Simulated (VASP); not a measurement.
# Te2Pt in VASP: single point with PBE+D3(BJ)

Aim: the single point of Te2Pt with PBE+D3(BJ).

All numbers are computed with VASP 6.6.1; they aren't measurements. Logs are shortened: lines on timing, memory, paths and dates and some standing lists are left out, and cuts for length are marked.

### 1 The cell of the first run

The cell holds a sheet with vacuum, 12 atoms: a = 4.026 Å, b = 4.026 Å, c = 60.606 Å, α = 90.00°, β = 90.00°, γ = 120.00°.

### 2 Single point, PBE+D3(BJ)

Input file INCAR:

```
PREC = Accurate
ENCUT = 400
EDIFF = 1E-6
ISMEAR = 0
SIGMA = 0.05
LREAL = False
LASPH = True
NELM = 120
ALGO = Normal
ISIF = 2
LWAVE = False
LCHARG = False
LDIPOL = True
IDIPOL = 3
DIPOL = 0.5 0.5 0.300
GGA = PE
IVDW = 12
NBANDS = 56
GGA_COMPAT = False
NELMDL = -8
```

Input file KPOINTS:

```
regular mesh
0
Gamma
  14 14 1
```

Input file POSCAR:

```
Te2Pt
1.0
    4.0260000000      0.0000000000      0.0000000000
   -2.0130000000      3.4866182756      0.0000000000
    0.0000000000      0.0000000000     60.6059999939
Te Pt
8 4
Direct
    0.6666666667      0.3333333333      0.1500919675
    0.3333333333      0.6666666667      0.1955292341
    0.6666666667      0.3333333333      0.2352535276
    0.3333333333      0.6666666667      0.2805445731
    0.6666666667      0.3333333333      0.3201055276
    0.3333333333      0.6666666667      0.3653965731
    0.6666666667      0.3333333333      0.4051208666
    0.3333333333      0.6666666667      0.4505581332
    0.0000000000      0.0000000000      0.1732009405
    0.0000000000      0.0000000000      0.2578659837
    0.0000000000      0.0000000000      0.3427841170
    0.0000000000      0.0000000000      0.4274491603
```

Potentials or basis: VASP PAW PBE potentials, release 64 (Te, Pt).

Command:

```
> cat potpaw_PBE.64/Te/POTCAR potpaw_PBE.64/Pt/POTCAR > POTCAR
> mpirun -np 1 vasp_std > vasp.out
```

OUTCAR:

```text
PREC = Accurate
   ENCUT = 400
   EDIFF = 1E-6
   ISMEAR = 0
   LREAL = False
   LASPH = True
   NELM = 120
   ISIF = 2
   GGA = PE
   IVDW = 12
   NELMDL = -8
 IVDW          = 12

 ion  position               nearest neighbor table
   1  0.667  0.333  0.150-   9 2.71   9 2.71   9 2.71   2 3.60   2 3.60   2 3.60
   2  0.333  0.667  0.196-   9 2.69   9 2.69   9 2.69   3 3.35   3 3.35   3 3.35   1 3.60   1 3.60
                             1 3.60
   3  0.667  0.333  0.235-  10 2.70  10 2.70  10 2.70   2 3.35   2 3.35   2 3.35   4 3.60   4 3.60
                             4 3.60
   4  0.333  0.667  0.281-  10 2.70  10 2.70  10 2.70   5 3.34   5 3.34   5 3.34   3 3.60   3 3.60
                             3 3.60
   5  0.667  0.333  0.320-  11 2.70  11 2.70  11 2.70   4 3.34   4 3.34   4 3.34   6 3.60   6 3.60
                             6 3.60
   6  0.333  0.667  0.365-  11 2.70  11 2.70  11 2.70   7 3.35   7 3.35   7 3.35   5 3.60   5 3.60
                             5 3.60
   7  0.667  0.333  0.405-  12 2.69  12 2.69  12 2.69   6 3.35   6 3.35   6 3.35   8 3.60   8 3.60
                             8 3.60
   8  0.333  0.667  0.451-  12 2.71  12 2.71  12 2.71   7 3.60   7 3.60   7 3.60
   9  0.000  0.000  0.173-   2 2.69   2 2.69   2 2.69   1 2.71   1 2.71   1 2.71
  10  0.000  0.000  0.258-   3 2.70   3 2.70   3 2.70   4 2.70   4 2.70   4 2.70
  11  0.000  0.000  0.343-   6 2.70   6 2.70   6 2.70   5 2.70   5 2.70   5 2.70
  12  0.000  0.000  0.427-   7 2.69   7 2.69   7 2.69   8 2.71   8 2.71   8 2.71

  LATTYP: Found a hexagonal cell.
 ALAT       =     4.0260000000
 C/A-ratio  =    15.0536512653

  Lattice vectors:

 A1 = (   4.0260000000,   0.0000000000,   0.0000000000)
 A2 = (  -2.0130000000,   3.4866182756,   0.0000000000)
 A3 = (   0.0000000000,   0.0000000000,  60.6059999939)

Analysis of symmetry for initial positions (statically):
=====================================================================
 Subroutine PRICEL returns:
 Original cell was already a primitive cell.

 Routine SETGRP: Setting up the symmetry group for a
 hexagonal supercell.

 Subroutine GETGRP returns: Found 12 space group operations
 (whereof  6 operations were pure point group operations)
 out of a pool of 24 trial point group operations.

The static configuration has the point symmetry C_3v.
 The point group associated with its full space group is D_3d.

Analysis of symmetry for dynamics (positions and initial velocities):
=====================================================================
 Subroutine PRICEL returns:
 Original cell was already a primitive cell.

 Routine SETGRP: Setting up the symmetry group for a
 hexagonal supercell.

 Subroutine GETGRP returns: Found 12 space group operations
 (whereof  6 operations were pure point group operations)
 out of a pool of 24 trial point group operations.

The dynamic configuration has the point symmetry C_3v.
 The point group associated with its full space group is D_3d.

 Subroutine INISYM returns: Found 12 space group operations
 (whereof  6 operations are pure point group operations),
 and found     1 'primitive' translations

----------------------------------------------------------------------------------------

                                     Primitive cell

  volume of cell :     850.7340

  direct lattice vectors                    reciprocal lattice vectors
     4.026000000  0.000000000  0.000000000     0.248385494  0.143405432  0.000000000
    -2.013000000  3.486618276  0.000000000     0.000000000  0.286810864  0.000000000
     0.000000000  0.000000000 60.605999994     0.000000000  0.000000000  0.016500017

  length of vectors
     4.026000000  4.026000000 60.605999994     0.286810864  0.286810864  0.016500017

  position of ions in fractional coordinates (direct lattice)
     0.666666667  0.333333333  0.150091968
     0.333333333  0.666666667  0.195529234
     0.666666667  0.333333333  0.235253528
     0.333333333  0.666666667  0.280544573
     0.666666667  0.333333333  0.320105528
     0.333333333  0.666666667  0.365396573
     0.666666667  0.333333333  0.405120867
     0.333333333  0.666666667  0.450558133
     0.000000000  0.000000000  0.173200941
     0.000000000  0.000000000  0.257865984
     0.000000000  0.000000000  0.342784117
     0.000000000  0.000000000  0.427449160

  ion indices of the primitive-cell ions
   primitive index   ion index
                 1           1
                 2           2
                 3           3
                 4           4
                 5           5
                 6           6
                 7           7
                 8           8
                 9           9
                10          10
                11          11
                12          12

----------------------------------------------------------------------------------------

 KPOINTS: regular mesh

Automatic generation of k-mesh.
 Grid dimensions read from file:
 generate k-points for:   14   14    1

 Generating k-lattice:

  Cartesian coordinates                     Fractional coordinates (reciprocal lattice)
     0.017741821  0.010243245  0.000000000     0.071428571  0.000000000  0.000000000
     0.000000000  0.020486490  0.000000000     0.000000000  0.071428571  0.000000000
     0.000000000  0.000000000  0.016500017     0.000000000  0.000000000  1.000000000

  Length of vectors
     0.020486490  0.020486490  0.016500017

  Shift w.r.t. Gamma in fractional coordinates (k-lattice)
     0.000000000  0.000000000  0.000000000

 Subroutine IBZKPT returns following result:
 ===========================================

 Found     24 irreducible k-points:

 Following reciprocal coordinates:
            Coordinates               Weight
  0.000000  0.000000  0.000000      1.000000
  0.071429 -0.000000  0.000000      6.000000
  0.142857 -0.000000  0.000000      6.000000
  0.214286 -0.000000  0.000000      6.000000
  0.285714  0.000000  0.000000      6.000000
  0.357143  0.000000  0.000000      6.000000
[... 16 lines left out ...]
  0.285714  0.285714  0.000000      6.000000
  0.357143  0.285714  0.000000      6.000000
   k-points           NKPTS =     24   k-points in BZ     NKDIM =     24   number of bands    NBANDS=     56
   number of dos      NEDOS =    301   number of ions     NIONS =     12
   total plane-waves  NPLWV = 313600
   dimension x,y,z NGX =    28 NGY =   28 NGZ =  400
   dimension x,y,z NGXF=    56 NGYF=   56 NGZF=  800
   ions per type =               8   4
   NGX,Y,Z   is equivalent  to a cutoff of  11.56, 11.56, 10.97 a.u.
   NGXF,Y,Z  is equivalent  to a cutoff of  23.12, 23.12, 21.94 a.u.
 SYSTEM =  unknown system
   PREC   = accura    normal or accurate (medium, high low for compatibility)
   ISTART =      0    job   : 0-new  1-cont  2-samecut
   ICHARG =      2    charge: 1-file 2-atom 10-const
   ISPIN  =      1    spin polarized calculation?
   LNONCOLLINEAR =      F non collinear calculations
   LSORBIT =      F    spin-orbit coupling
   LASPH  =      T    aspherical Exc in radial PAW
   ENCUT  =  400.0 eV  29.40 Ry    5.42 a.u.   6.57  6.57 98.83*2*pi/ulx,y,z
   NELM   =    120;   NELMIN=  2; NELMDL= -8     # of ELM steps
   EDIFF  = 0.1E-05   stopping-criterion for ELM
   LREAL  =      F    real-space projection
   EDIFFG = 0.1E-04   stopping-criterion for IOM
   NSW    =      0    number of steps for IOM
   IBRION =     -1    ionic relax: 0-MD 1-quasi-New 2-CG
   NFREE  =      0    steps in history (QN), initial steepest desc. (CG)
   ISIF   =      2    stress and relaxation
   ISYM   =      2    0-nonsym 1-usesym 2-fastsym
   POTIM  = 0.5000    time-step for ionic-motion
   TEBEG  =    0.0;   TEEND  =   0.0 temperature during run
   PSTRESS=    0.0 pullay stress
   NELECT =      88.0000    total number of electrons
   NUPDOWN=      -1.0000    fix difference up-down
   EMIN   =  10.00;   EMAX   =-10.00  energy-range for DOS
   EFERMI =   0.00;   METHOD = LEGACY
   ISMEAR =     0;   SIGMA  =   0.05  broadening in eV -4-tet -1-fermi 0-gaus
   EFERMI_NEDOS =   21; number of points for ismear=-14 and -15
   IALGO  =     38    algorithm
   IMIX   =      4    mixing-type and parameters
     AMIX     =   0.40;   BMIX     =  1.00
     AMIX_MAG =   1.60;   BMIX_MAG =  1.00
  volume/ion in A,a.u.               =      70.89       478.42
  Fermi-wavevector in a.u.,A,eV,Ry     =   0.768489  1.452234  8.035270  0.590576
  Thomas-Fermi vector in A             =   1.869273
   LORBIT       =      0    0 simple, 1 ext, 2 COOP (PROOUT), +10 PAW based schemes
   GGA     = PE    functional components
   LHFCALC =     F    Hartree Fock is set to
   AEXX    =    0.0000 exact exchange contribution
   IVDW    =    12    specifies the selected vdW correction
   LEPSILON=     F    determine dielectric tensor
   LRPA    =     F    only Hartree local field effects (RPA)
 non-spin polarized calculation
 Gauss-broadening in eV      SIGMA  =   0.05
  energy-cutoff  :      400.00
  volume of cell :      850.73
 maximum number of plane-waves:     15689
 NGX is ok and might be reduce to    28
   NGX = 13   NGY = 13   NGZ =197

 dipolmoment           0.000000      0.000000     -0.000018 electrons x Angstroem

 number of electron      88.0000011 magnetization

 dipolmoment           0.000000      0.000000      0.000001 electrons x Angstroem

 Free energy of the ion-electron system (eV)
  ---------------------------------------------------
  ext. energy  EPLUGINS =         0.00000000
  ---------------------------------------------------
  free energy    TOTEN  =       -53.98074272 eV

  energy without entropy =      -53.97106962  energy(sigma->0) =      -53.97590617

 E-fermi :   0.1032     XC(G=0):  -3.8845

 val. band max:        0.0997493289   @ k =   0.2857   0.0714   0.0000
 cond. band min:       0.1318880010   @ k =   0.2857   0.1429   0.0000
 fundamental gap:      0.0321386721
 Fermi energy:         0.1032200583

 k-point     1 :       0.0000    0.0000    0.0000
  band No.  band energies     occupation
      1     -13.9419      2.00000
      2     -13.7008      2.00000
      3     -13.3462      2.00000
      4     -13.0085      2.00000
      5     -12.1613      2.00000
      6     -11.5626      2.00000
[... 48 lines left out ...]
     55       3.6551      0.00000
     56       3.7960      0.00000

 k-point     2 :       0.0714   -0.0000    0.0000
  band No.  band energies     occupation
      1     -13.8868      2.00000
      2     -13.6473      2.00000
      3     -13.2948      2.00000
      4     -12.9551      2.00000
      5     -12.1357      2.00000
      6     -11.5489      2.00000
[... 48 lines left out ...]
     55       3.8747      0.00000
     56       3.9613      0.00000

 k-point     3 :       0.1429   -0.0000    0.0000
  band No.  band energies     occupation
      1     -13.7240      2.00000
      2     -13.4898      2.00000
      3     -13.1446      2.00000
      4     -12.7993      2.00000
      5     -12.0620      2.00000
      6     -11.5115      2.00000
[... 1172 lines left out ...]
 k-point    23 :       0.2857    0.2857    0.0000
  band No.  band energies     occupation
      1     -11.9805      2.00000
      2     -11.8954      2.00000
      3     -11.8058      2.00000
      4     -11.5790      2.00000
      5     -11.5370      2.00000
      6     -11.5146      2.00000
[... 48 lines left out ...]
     55       4.6425      0.00000
     56       5.3073      0.00000

 k-point    24 :       0.3571    0.2857    0.0000
  band No.  band energies     occupation
      1     -11.7935      2.00000
      2     -11.7462      2.00000
      3     -11.7122      2.00000
      4     -11.6329      2.00000
      5     -11.6027      2.00000
      6     -11.5880      2.00000
[... 48 lines left out ...]
     55       4.6504      0.00000
     56       5.4153      0.00000

------------------------ aborting loop because EDIFF is reached ----------------------------------------

 vacuum level on the upper side and lower side of the slab       (xc-potential included)        -0.006        -0.006

 Edisp (eV)   -6.07195

 E8    (eV) :    -2.8335

  FORCE on cell =-STRESS in cart. coord.  units (eV):
  Direction    XX          YY          ZZ          XY          YZ          ZX
  --------------------------------------------------------------------------------------
  -------------------------------------------------------------------------------------
  Total       0.03131     0.03131    -0.32396     0.00000     0.00000     0.00000
  in kB       0.05897     0.05897    -0.61011     0.00000     0.00000     0.00000
  external pressure =       -0.16 kB  Pullay stress =        0.00 kB

 VOLUME and BASIS-vectors are now :
 -----------------------------------------------------------------------------
  energy-cutoff  :      400.00
  volume of cell :      850.73
      direct lattice vectors                 reciprocal lattice vectors
     4.026000000  0.000000000  0.000000000     0.248385494  0.143405432  0.000000000
    -2.013000000  3.486618276  0.000000000     0.000000000  0.286810864  0.000000000
     0.000000000  0.000000000 60.605999994     0.000000000  0.000000000  0.016500017

 POSITION                                       TOTAL-FORCE (eV/Angst)
 -----------------------------------------------------------------------------------
      2.01300      1.16221      9.09647         0.000000     -0.000000      0.017680
     -0.00000      2.32441     11.85024         0.000000      0.000000     -0.007769
      2.01300      1.16221     14.25778         0.000000     -0.000000      0.006676
     -0.00000      2.32441     17.00268         0.000000     -0.000000     -0.005892
      2.01300      1.16221     19.40032        -0.000000      0.000000      0.005892
     -0.00000      2.32441     22.14522        -0.000000      0.000000     -0.006676
      2.01300      1.16221     24.55276        -0.000000     -0.000000      0.007769
     -0.00000      2.32441     27.30653        -0.000000      0.000000     -0.017680
      0.00000      0.00000     10.49702        -0.000000     -0.000000     -0.000728
      0.00000      0.00000     15.62823        -0.000000      0.000000     -0.000270
      0.00000      0.00000     20.77477         0.000000      0.000000      0.000270
      0.00000      0.00000     25.90598         0.000000     -0.000000      0.000728
 -----------------------------------------------------------------------------------
    total drift:                                0.000000     -0.000000      0.000025

  FREE ENERGIE OF THE ION-ELECTRON SYSTEM (eV)
  ---------------------------------------------------
  free  energy   TOTEN  =       -60.0526932369 eV

  energy  without entropy=      -60.0430201307  energy(sigma->0) =      -60.04785668

 vacuum level on the upper side and lower side of the slab         4.506         4.506
```

It took 24 min on 1 thread of Intel Xeon Platinum 8488C (Sapphire Rapids), shared host; peak memory 0.99 GiB.

What came out:

| Quantity | Value |
| --- | --- |
| Free energy | -60.0527 eV |
| Largest force | 0.018 eV/Å |
| Band gap on the k mesh | zero (bands 44 and 45 overlap by 1.11 eV) |
| Dispersion energy per atom | -0.506 eV |

Forces in eV/Å, atoms in the order of the input:
```
Te   0.000  0.000  0.018
Te   0.000  0.000 -0.008
Te   0.000  0.000  0.007
Te   0.000  0.000 -0.006
Te   0.000  0.000  0.006
Te   0.000  0.000 -0.007
Te   0.000  0.000  0.008
Te   0.000  0.000 -0.018
Pt   0.000  0.000 -0.001
Pt   0.000  0.000  0.000
Pt   0.000  0.000  0.000
Pt   0.000  0.000  0.001
```

Caveat: spin-orbit coupling is left out, which moves the levels of the heavy elements.
